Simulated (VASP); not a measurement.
**AlGaN2: single point with r2SCAN**

Crystal: AlGaN2.

```xyz
4
Lattice="3.1409 0.0000 0.0000 0.0000 3.1409 0.0000 0.0000 0.0000 4.3575" Properties=species:S:1:pos:R:3 pbc="T T T"
Al    1.5704    1.5704    2.1787
Ga    0.0000    0.0000    0.0000
N     1.5704    0.0000    3.2170
N     0.0000    1.5704    1.1405
```

This cell differs from its parent crystal: strain +0.000 along x and y, -0.015 along z.

```yaml
Program: VASP 6.6.1
Task: single point
Functional: r2SCAN
Potentials_or_basis: VASP PAW PBE potentials, release 64 (Al, Ga_d, N)
Cutoff: 520 eV
k_mesh: 8 × 8 × 6
Occupations: gaussian, width 0.05 eV
Spin: no spin polarisation
```

```
Pressure               : 3.1 GPa
Largest force          : 0.027 eV/Å
Band gap on the k mesh : 3.50 eV, direct
```

Forces on the atoms (eV/Å):
```
Al   0.000  0.000  0.000
Ga   0.000  0.000  0.000
N    0.000  0.000 -0.027
N    0.000  0.000  0.027
```

Stress tensor (GPa, compression positive):
```
2.40 0.00 0.00
0.00 2.40 0.00
0.00 0.00 4.50
```

Levels at points of the mesh, in eV from the valence-band top:
| k point | band 10 | band 11 | band 12 | band 13 | band 14 | band 15 | band 16 | band 17 |
| --- | --- | --- | --- | --- | --- | --- | --- | --- |
| (0.00, 0.00, 0.00) | -2.49 | -0.17 | 0.00 | 0.00 | 3.50 | 4.08 | 8.31 | 12.23 |
| (0.50, 0.00, 0.00) | -2.94 | -2.84 | -1.11 | -0.73 | 7.86 | 7.89 | 8.70 | 9.20 |
| (0.50, 0.50, 0.00) | -2.32 | -2.29 | -2.29 | -2.27 | 3.90 | 3.90 | 7.20 | 9.71 |
| (0.00, 0.00, 0.50) | -1.69 | -1.69 | -1.03 | -1.03 | 5.93 | 6.13 | 8.80 | 10.09 |
| (0.50, 0.00, 0.50) | -1.09 | -0.86 | -0.59 | -0.52 | 5.95 | 7.42 | 10.12 | 10.39 |
| (0.50, 0.50, 0.50) | -4.08 | -3.37 | -3.27 | -3.27 | 6.94 | 6.94 | 9.80 | 11.74 |

It took 120 s on 1 thread of Intel(R) Xeon(R) Platinum 8259CL CPU @ 2.50GHz (Skylake/Cascade Lake), on a shared host, peak memory 0.19 GiB.

Caveat: the cell differs from its parent crystal (strain +0.000 along x and y, -0.015 along z); the PAW data sets were made with another functional, which shifts forces and pressure a little. A k mesh can miss the band edges.
